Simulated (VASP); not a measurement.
Set up this calculation in VASP 6.6.1, as the native input.

| Item | Value |
| --- | --- |
| Task | single point |
| Functional | PBE |
| Potentials or basis | VASP PAW PBE potentials, release 64 (Be, Te) |
| Cutoff | 520 eV |
| k mesh | 12 × 12 × 12 |
| Occupations | gaussian, width 0.01 eV |
| Spin | no spin polarisation |
| Dipole correction | no |
| Further INCAR settings | ALGO = Normal; EDIFF = 1e-06; NBANDS = 21 |

The structure of BeTe4 lies in POSCAR:

```
BeTe4
1.0
    2.0745209338      1.1977252195     10.2614287327
   -2.0745209338      1.1977252195     10.2614287327
    0.0000000000     -2.3954504391     10.2614287327
Be Te
1 4
Direct
    0.9204285571      0.9204285571      0.9204285571
    0.0046805736      0.0046805736      0.0046805736
    0.2335860182      0.2335860182      0.2335860182
    0.7328866426      0.7328866426      0.7328866426
    0.4596182083      0.4596182083      0.4596182083
```

One way to write it, as run:

INCAR

```
SYSTEM = BeTe4
PREC     = Accurate       ! precision mode
ENCUT    = 520            ! plane-wave cutoff, eV
EDIFF    = 1E-6           ! SCF threshold, eV
ISMEAR   = 0              ! smearing method
SIGMA    = 0.01           ! smearing width, eV
LREAL    = .False.        ! projectors in reciprocal space
LASPH    = .True.         ! aspherical terms in the spheres
NELM     = 60             ! most SCF steps
ALGO     = Normal         ! electronic algorithm
ISIF     = 2              ! what is computed and relaxed
LWAVE    = .False.        ! write WAVECAR
LCHARG   = .False.        ! write CHGCAR
GGA      = PE             ! functional
NBANDS   = 21             ! bands
```

KPOINTS

```
Automatic mesh
0
Gamma
  12 12 12
  0 0 0
```

Potentials or basis: VASP PAW PBE potentials, release 64 (Be, Te).

Run with:

```bash
$ cat potpaw_PBE.64/Be/POTCAR potpaw_PBE.64/Te/POTCAR > POTCAR
$ mpirun -np 1 vasp_std > vasp.out
```

Results of the run:

```yaml
Pressure: 0.0 GPa
Largest_force: 0.006 eV/Å
Band_gap_on_the_k_mesh: 0.36 eV
```

Caveat: spin-orbit coupling is left out, which moves the levels of the heavy elements.

It took 56 min on 1 thread of Intel(R) Xeon(R) Platinum 8259CL CPU @ 2.50GHz (Skylake/Cascade Lake) (shared host), peak memory 1.2 GiB.
